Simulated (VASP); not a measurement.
# PbO2 (Fm-3m) in VASP: a series of runs

The runs below take PbO2 through single point, with r2SCAN.

Everything below comes from runs of VASP 6.6.1. Logs are shortened: lines on timing, memory, paths and dates and some standing lists are left out, and cuts for length are marked.

### Step 1. The cell of the first run

It takes space group Fm-3m (No. 225, cubic). Conventional cell: a = 5.318 Å, b = 5.318 Å, c = 5.318 Å, α = 90.00°, β = 90.00°, γ = 90.00°. Within 3.0 Å of Pb (site symmetry m-3m) lie 8 O at 2.30 Å. Within 3.0 Å of O (site symmetry -43m) lie 4 Pb at 2.30 Å and 6 O at 2.66 Å.

### Step 2. Single point, r2SCAN

The input, POSCAR:

```
PbO2
1.0
    0.0000000000      2.6588956770      2.6588956770
    2.6588956770      0.0000000000      2.6588956770
    2.6588956770      2.6588956770      0.0000000000
Pb O
1 2
Direct
    0.0000000000      0.0000000000      0.0000000000
    0.2500000000      0.2500000000      0.2500000000
    0.7500000000      0.7500000000      0.7500000000
```

The input, INCAR.step1:

```
SYSTEM = PbO2
PREC = Accurate ; ENCUT = 520
ISMEAR = 0 ; SIGMA = 0.1
LREAL = .FALSE. ; LASPH = .TRUE.
NELM = 100 ; NBANDS = 20
GGA = PE ; ALGO = Normal
EDIFF = 1E-4 ; LWAVE = .TRUE.
LCHARG = .FALSE.
```

The input, INCAR.step2:

```
SYSTEM = PbO2
PREC = Accurate ; ENCUT = 520
EDIFF = 1E-6 ; ISMEAR = 0
SIGMA = 0.1 ; LREAL = .FALSE.
LASPH = .TRUE. ; NELM = 100
ALGO = Normal ; ISIF = 2
LWAVE = .FALSE. ; LCHARG = .FALSE.
METAGGA = R2SCAN ; LMIXTAU = .TRUE.
NBANDS = 20 ; ISTART = 1
```

The input, KPOINTS:

```
regular mesh
0
G
  14 14 14
  0 0 0
```

Potentials or basis: VASP PAW PBE potentials, release 64 (Pb_d, O).

Run with:

```console
$ cat potpaw_PBE.64/Pb_d/POTCAR potpaw_PBE.64/O/POTCAR > POTCAR
$ cp INCAR.step1 INCAR
$ mpirun -np 1 vasp_std > vasp.out
$ cp INCAR.step2 INCAR
$ mpirun -np 1 vasp_std > vasp.out
```

OUTCAR:

```text
SYSTEM = PbO2
   PREC = Accurate
   ENCUT = 520
   EDIFF = 1E-6
   ISMEAR = 0
   LREAL = .FALSE.
   LASPH = .TRUE.
   NELM = 100
   ISIF = 2
   METAGGA = R2SCAN
   ISTART = 1

 ion  position               nearest neighbor table
   1  0.000  0.000  0.000-   3 2.30   3 2.30   3 2.30   2 2.30   2 2.30   2 2.30   3 2.30   2 2.30

   2  0.250  0.250  0.250-   1 2.30   1 2.30   1 2.30   1 2.30
   3  0.750  0.750  0.750-   1 2.30   1 2.30   1 2.30   1 2.30

  LATTYP: Found a face centered cubic cell.
 ALAT       =     5.3177913540

  Lattice vectors:

 A1 = (   0.0000000000,   2.6588956770,   2.6588956770)
 A2 = (   2.6588956770,   0.0000000000,   2.6588956770)
 A3 = (   2.6588956770,   2.6588956770,   0.0000000000)

Analysis of symmetry for initial positions (statically):
=====================================================================
 Subroutine PRICEL returns:
 Original cell was already a primitive cell.

 Routine SETGRP: Setting up the symmetry group for a
 face centered cubic supercell.

 Subroutine GETGRP returns: Found 48 space group operations
 (whereof 48 operations were pure point group operations)
 out of a pool of 48 trial point group operations.

The static configuration has the point symmetry O_h .

Analysis of symmetry for dynamics (positions and initial velocities):
=====================================================================
 Subroutine PRICEL returns:
 Original cell was already a primitive cell.

 Routine SETGRP: Setting up the symmetry group for a
 face centered cubic supercell.

 Subroutine GETGRP returns: Found 48 space group operations
 (whereof 48 operations were pure point group operations)
 out of a pool of 48 trial point group operations.

The dynamic configuration has the point symmetry O_h .

 Subroutine INISYM returns: Found 48 space group operations
 (whereof 48 operations are pure point group operations),
 and found     1 'primitive' translations

----------------------------------------------------------------------------------------

                                     Primitive cell

  volume of cell :      37.5953

  direct lattice vectors                    reciprocal lattice vectors
     0.000000000  2.658895677  2.658895677    -0.188047995  0.188047995  0.188047995
     2.658895677  0.000000000  2.658895677     0.188047995 -0.188047995  0.188047995
     2.658895677  2.658895677  0.000000000     0.188047995  0.188047995 -0.188047995

  length of vectors
     3.760246327  3.760246327  3.760246327     0.325708681  0.325708681  0.325708681

  position of ions in fractional coordinates (direct lattice)
     0.000000000  0.000000000  0.000000000
     0.250000000  0.250000000  0.250000000
     0.750000000  0.750000000  0.750000000

  ion indices of the primitive-cell ions
   primitive index   ion index
                 1           1
                 2           2
                 3           3

----------------------------------------------------------------------------------------

 KPOINTS: regular mesh

Automatic generation of k-mesh.
 Grid dimensions read from file:
 generate k-points for:   14   14   14

 Generating k-lattice:

  Cartesian coordinates                     Fractional coordinates (reciprocal lattice)
    -0.013432000  0.013432000  0.013432000     0.071428571  0.000000000  0.000000000
     0.013432000 -0.013432000  0.013432000     0.000000000  0.071428571  0.000000000
     0.013432000  0.013432000 -0.013432000     0.000000000  0.000000000  0.071428571

  Length of vectors
     0.023264906  0.023264906  0.023264906

  Shift w.r.t. Gamma in fractional coordinates (k-lattice)
     0.000000000  0.000000000  0.000000000

 Subroutine IBZKPT returns following result:
 ===========================================

 Found    104 irreducible k-points:

 Following reciprocal coordinates:
            Coordinates               Weight
  0.000000  0.000000  0.000000      1.000000
  0.071429  0.000000  0.000000      8.000000
  0.142857  0.000000  0.000000      8.000000
  0.214286  0.000000  0.000000      8.000000
  0.285714  0.000000  0.000000      8.000000
  0.357143  0.000000  0.000000      8.000000
[... 16 lines left out ...]
  0.214286  0.142857  0.000000     24.000000
  0.285714  0.142857  0.000000     24.000000
 [... further k-points ...]
   k-points           NKPTS =    104   k-points in BZ     NKDIM =    104   number of bands    NBANDS=     20
   number of dos      NEDOS =    301   number of ions     NIONS =      3
   total plane-waves  NPLWV =  21952
   dimension x,y,z NGX =    28 NGY =   28 NGZ =   28
   dimension x,y,z NGXF=    56 NGYF=   56 NGZF=   56
   ions per type =               1   2
   NGX,Y,Z   is equivalent  to a cutoff of  12.38, 12.38, 12.38 a.u.
   NGXF,Y,Z  is equivalent  to a cutoff of  24.76, 24.76, 24.76 a.u.
 SYSTEM =  PbO2
   PREC   = accura    normal or accurate (medium, high low for compatibility)
   ISTART =      1    job   : 0-new  1-cont  2-samecut
   ICHARG =      0    charge: 1-file 2-atom 10-const
   ISPIN  =      1    spin polarized calculation?
   LNONCOLLINEAR =      F non collinear calculations
   LSORBIT =      F    spin-orbit coupling
   LASPH  =      T    aspherical Exc in radial PAW
   ENCUT  =  520.0 eV  38.22 Ry    6.18 a.u.   6.99  6.99  6.99*2*pi/ulx,y,z
   NELM   =    100;   NELMIN=  2; NELMDL=  0     # of ELM steps
   EDIFF  = 0.1E-05   stopping-criterion for ELM
   LREAL  =      F    real-space projection
   EDIFFG = 0.1E-04   stopping-criterion for IOM
   NSW    =      0    number of steps for IOM
   IBRION =     -1    ionic relax: 0-MD 1-quasi-New 2-CG
   NFREE  =      0    steps in history (QN), initial steepest desc. (CG)
   ISIF   =      2    stress and relaxation
   ISYM   =      2    0-nonsym 1-usesym 2-fastsym
   POTIM  = 0.5000    time-step for ionic-motion
   TEBEG  =    0.0;   TEEND  =   0.0 temperature during run
   PSTRESS=    0.0 pullay stress
   NELECT =      26.0000    total number of electrons
   NUPDOWN=      -1.0000    fix difference up-down
   EMIN   =  10.00;   EMAX   =-10.00  energy-range for DOS
   EFERMI =   0.00;   METHOD = LEGACY
   ISMEAR =     0;   SIGMA  =   0.10  broadening in eV -4-tet -1-fermi 0-gaus
   EFERMI_NEDOS =   21; number of points for ismear=-14 and -15
   IALGO  =     38    algorithm
   IMIX   =      4    mixing-type and parameters
     AMIX     =   0.40;   BMIX     =  1.00
     AMIX_MAG =   1.60;   BMIX_MAG =  1.00
  volume/ion in A,a.u.               =      12.53        84.57
  Fermi-wavevector in a.u.,A,eV,Ry     =   1.447731  2.735816 28.516806  2.095926
  Thomas-Fermi vector in A             =   2.565653
   LORBIT       =      0    0 simple, 1 ext, 2 COOP (PROOUT), +10 PAW based schemes
   METAGGA = R2SCAN    functional components
   LHFCALC =     F    Hartree Fock is set to
   AEXX    =    0.0000 exact exchange contribution
   IVDW    =     0    specifies the selected vdW correction
   LEPSILON=     F    determine dielectric tensor
   LRPA    =     F    only Hartree local field effects (RPA)
 non-spin polarized calculation
 Gauss-broadening in eV      SIGMA  =   0.10
  energy-cutoff  :      520.00
  volume of cell :       37.60
 maximum number of plane-waves:      1026
   NGX = 13   NGY = 13   NGZ = 13

 number of electron      26.0000018 magnetization

 Free energy of the ion-electron system (eV)
  ---------------------------------------------------
  ext. energy  EPLUGINS =         0.00000000
  ---------------------------------------------------
  free energy    TOTEN  =       -70.78006448 eV

  energy without entropy =      -70.77826972  energy(sigma->0) =      -70.77916710

 E-fermi :   5.9452     XC(G=0): -12.1869

 val. band max:        5.9327227017   @ k =  -0.2857   0.5000   0.2143
 cond. band min:       5.9683034476   @ k =  -0.0714   0.0714   0.0000
 fundamental gap:      0.0355807459
 Fermi energy:         5.9452068584

 k-point     1 :       0.0000    0.0000    0.0000
  band No.  band energies     occupation
      1     -13.9402      2.00000
      2     -10.8984      2.00000
      3     -10.3308      2.00000
      4     -10.3308      2.00000
      5     -10.3308      2.00000
      6     -10.0233      2.00000
[... 12 lines left out ...]
     19      22.6865      0.00000
     20      22.6865      0.00000

 k-point     2 :       0.0714    0.0000    0.0000
  band No.  band energies     occupation
      1     -13.8957      2.00000
      2     -11.1519      2.00000
      3     -10.3232      2.00000
      4     -10.3232      2.00000
      5     -10.0691      2.00000
      6     -10.0241      2.00000
[... 12 lines left out ...]
     19      22.6409      0.00000
     20      22.6409      0.00000

 k-point     3 :       0.1429    0.0000    0.0000
  band No.  band energies     occupation
      1     -13.7694      2.00000
      2     -11.5313      2.00000
      3     -10.3030      2.00000
      4     -10.3030      2.00000
      5     -10.0249      2.00000
      6     -10.0249      2.00000
[... 12 lines left out ...]
     19      22.5311      0.00000
     20      22.5311      0.00000

 k-point     4 :       0.2143    0.0000    0.0000
  band No.  band energies     occupation
      1     -13.5848      2.00000
      2     -11.8621      2.00000
      3     -10.2775      2.00000
      4     -10.2775      2.00000
      5     -10.0218      2.00000
      6     -10.0218      2.00000
[... 12 lines left out ...]
     19      22.4059      0.00000
     20      22.4059      0.00000

 k-point     5 :       0.2857    0.0000    0.0000
  band No.  band energies     occupation
      1     -13.3883      2.00000
      2     -12.0938      2.00000
      3     -10.2559      2.00000
      4     -10.2559      2.00000
      5     -10.0110      2.00000
      6     -10.0110      2.00000
[... 12 lines left out ...]
     19      22.2918      0.00000
     20      22.2918      0.00000
[... 353 lines left out ...]
      6     -10.0202      2.00000
[... 12 lines left out ...]
     19      22.5021      0.00000
     20      22.6412      0.00000

 k-point    22 :       0.1429    0.1429    0.0000
  band No.  band energies     occupation
      1     -13.7081      2.00000
      2     -11.6799      2.00000
      3     -10.2777      2.00000
      4     -10.2777      2.00000
      5     -10.0466      2.00000
      6     -10.0096      2.00000
[... 12 lines left out ...]
     19      22.2822      0.00000
     20      22.7703      0.00000

 k-point    23 :       0.2143    0.1429    0.0000
  band No.  band energies     occupation
      1     -13.5634      2.00000
      2     -11.9294      2.00000
      3     -10.2501      2.00000
      4     -10.2456      2.00000
      5     -10.0557      2.00000
      6     -10.0027      2.00000
[... 12 lines left out ...]
     19      22.6098      0.00000
     20      22.7818      0.00000

 k-point    24 :       0.2857    0.1429    0.0000
  band No.  band energies     occupation
      1     -13.3760      2.00000
      2     -12.1680      2.00000
      3     -10.2239      2.00000
      4     -10.2001      2.00000
      5     -10.0541      2.00000
      6      -9.9929      2.00000
[... 12 lines left out ...]
     19      22.7618      0.00000
     20      23.5021      0.00000

 [... further k-points ...]

------------------------ aborting loop because EDIFF is reached ----------------------------------------

  FORCE on cell =-STRESS in cart. coord.  units (eV):
  Direction    XX          YY          ZZ          XY          YZ          ZX
  --------------------------------------------------------------------------------------
  -------------------------------------------------------------------------------------
  Total        0.2742280      0.2742280      0.2742280      0.0000000     -0.0000000      0.0000000
  in kB       11.6866085     11.6866085     11.6866085      0.0000000     -0.0000000      0.0000000
  external PRESSURE =      11.6866085 kB  Pullay stress =       0.0000000 kB

 VOLUME and BASIS-vectors are now :
 -----------------------------------------------------------------------------
  energy-cutoff  :      520.00
  volume of cell :       37.60
      direct lattice vectors                 reciprocal lattice vectors
     0.000000000  2.658895677  2.658895677    -0.188047995  0.188047995  0.188047995
     2.658895677  0.000000000  2.658895677     0.188047995 -0.188047995  0.188047995
     2.658895677  2.658895677  0.000000000     0.188047995  0.188047995 -0.188047995

 POSITION                                       TOTAL-FORCE (eV/Angst)
 -----------------------------------------------------------------------------------
      0.00000      0.00000      0.00000         0.000000      0.000000     -0.000000
      1.32945      1.32945      1.32945        -0.000000     -0.000000     -0.000000
      3.98834      3.98834      3.98834         0.000000      0.000000      0.000000
 -----------------------------------------------------------------------------------
    total drift:                                0.000000     -0.000000      0.000000

  FREE ENERGIE OF THE ION-ELECTRON SYSTEM (eV)
  ---------------------------------------------------
  free  energy   TOTEN  =       -70.7800644845 eV

  energy  without entropy=      -70.7782697172  energy(sigma->0) =      -70.77916710
```

Run time: 2.6 min. Hardware: 1 thread of Intel Xeon 6975P-C (Granite Rapids), shared host; peak memory 0.21 GiB.

What came out:

```yaml
Free_energy: -70.7801 eV
Pressure: 1.2 GPa
Band_gap_on_the_k_mesh: zero (band 13 reaches 5.93 eV, above the bottom of band 14 at 4.59 eV)
```

Caveat: the PAW data sets were made with another functional, which shifts forces and pressure a little; spin-orbit coupling is left out, which moves the levels of the heavy elements.

(Part 1 of 2 ends here.)
